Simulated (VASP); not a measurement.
Set up this calculation in VASP 6.6.1, as the native input.

| Quantity | Value |
| --- | --- |
| Task | single point |
| Functional | LDA |
| Potentials or basis | VASP PAW LDA potentials, release 64 (Ta_pv, F) |
| Cutoff | 520 eV |
| k mesh | 5 × 5 × 1 |
| Occupations | gaussian, width 0.1 eV |
| Spin | collinear spin |
| Starting moments | [0.0, 0.0, 0.0, 0.0, 0.0, 0.0, 0.0, 0.0, 0.0, 0.0, 0.0, 0.0, 1.0] μB |
| Dipole correction | yes |
| Further INCAR settings | ALGO = Normal; EDIFF = 1e-06; NBANDS = 86; NELMDL = -8 |

The structure of Ta12F lies in POSCAR:

```
Ta12F
1.0
    5.6341016702      0.0000000000      0.0000000000
   -1.8780338901      5.3118819959      0.0000000000
    0.0000000000      0.0000000000     21.4444204585
Ta F
12 1
Direct
    0.2500000000      0.2500000000      0.1865287060
    0.2500000000      0.7500000000      0.1865287060
    0.7500000000      0.2500000000      0.1865287060
    0.7500000000      0.7500000000      0.1865287060
    0.0000000000      0.0000000000      0.2901575821
    0.0000000000      0.5000000000      0.2901575821
    0.5000000000      0.0000000000      0.2901575821
    0.5000000000      0.5000000000      0.2901575821
    0.2500000000      0.2500000000      0.3937817054
    0.2500000000      0.7500000000      0.3937817054
    0.7500000000      0.2500000000      0.3937817054
    0.7500000000      0.7500000000      0.3937817054
    0.3333333333      0.3333333333      0.4921755978
```

These files were run (other wordings do the same):

INCAR

```
ALGO     = Normal         # electronic algorithm
DIPOL    = 0.5 0.5 0.306
EDIFF    = 1E-6           # SCF threshold, eV
ENCUT    = 520            # plane-wave cutoff, eV
GGA_COMPAT= F            
IDIPOL   = 3            
ISIF     = 2              # what is computed and relaxed
ISMEAR   = 0              # smearing method
ISPIN    = 2              # spin polarisation
KPAR     = 4            
LASPH    = T              # aspherical terms in the spheres
LCHARG   = T              # write CHGCAR
LDIPOL   = T            
LMAXMIX  = 4              # l up to which the mixer works
LORBIT   = 11             # projections on sites
LREAL    = F              # projectors in reciprocal space
LVACPOTAV= T            
LVHAR    = T            
LWAVE    = F              # write WAVECAR
MAGMOM   = 0 0 0 0 0 0 0 0 0 0 0 0 1 # initial moments
NBANDS   = 86             # bands
NELM     = 200            # most SCF steps
NELMDL   = -8           
PREC     = Accurate       # precision mode
SIGMA    = 0.1            # smearing width, eV
```

KPOINTS

```
k-points
0
Gamma
  5 5 1
```

Potentials or basis: VASP PAW LDA potentials, release 64 (Ta_pv, F).

The run is started by

```console
$ cat potpaw_LDA.64/Ta_pv/POTCAR potpaw_LDA.64/F/POTCAR > POTCAR
$ mpirun -np 4 vasp_std > vasp.out
```

Results of the run:

The largest force is 3.725 eV/Å and the net moment is 0.00 μB per cell. The valence electrons inside the program's atomic spheres are Ta 8.95, 8.96, 9.09, 8.93, 8.97 (each value once); F 5.97.

Run time: 11 min on 4 MPI ranks on Intel(R) Xeon(R) 6975P-C (Granite Rapids), with other jobs on the host, peak memory 0.95 GiB a rank.
